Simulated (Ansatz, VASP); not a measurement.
**W: VASP beside Ansatz**

```
CELL_PARAMETERS angstrom
-1.58516 1.58516 1.58516
1.58516 -1.58516 1.58516
1.58516 1.58516 -1.58516
ATOMIC_POSITIONS crystal
W 0.00000 0.00000 0.00000
```

Alike in both runs: task single point; functional LDA; k mesh 6 × 6 × 6; occupations gaussian, width 0.1 eV; no spin polarisation; Hubbard terms W d U = 5.1 eV, J = 1.0 eV.

|  | VASP | Ansatz |
| --- | --- | --- |
| version | VASP 6.6.1 | Ansatz 0.2.0 |
| potentials or method | VASP PAW LDA potentials, release 64 (W_sv), cutoff 500 eV | scalar-relativistic, plane waves, PAW |
| valence electrons in the cell | 14 | 14 |

```csv
,VASP,Ansatz,Ansatz less VASP
gap on the k mesh at the Fermi level (eV),none,none,-
pressure (GPa),0.5,-9.6,-10.08
```

LDA's correlation is that of Perdew and Zunger in VASP and of Perdew and Wang (1992) in Ansatz. The programs project onto different local orbitals, so the same U acts differently, and such runs can settle in different states. A gap of «none» marks a metal or a gap that the smearing closes. Ansatz's warnings: filled band counts differ across k points.

The k mesh is coarse, so the values compare programs but aren't converged. Spin-orbit coupling is off throughout.
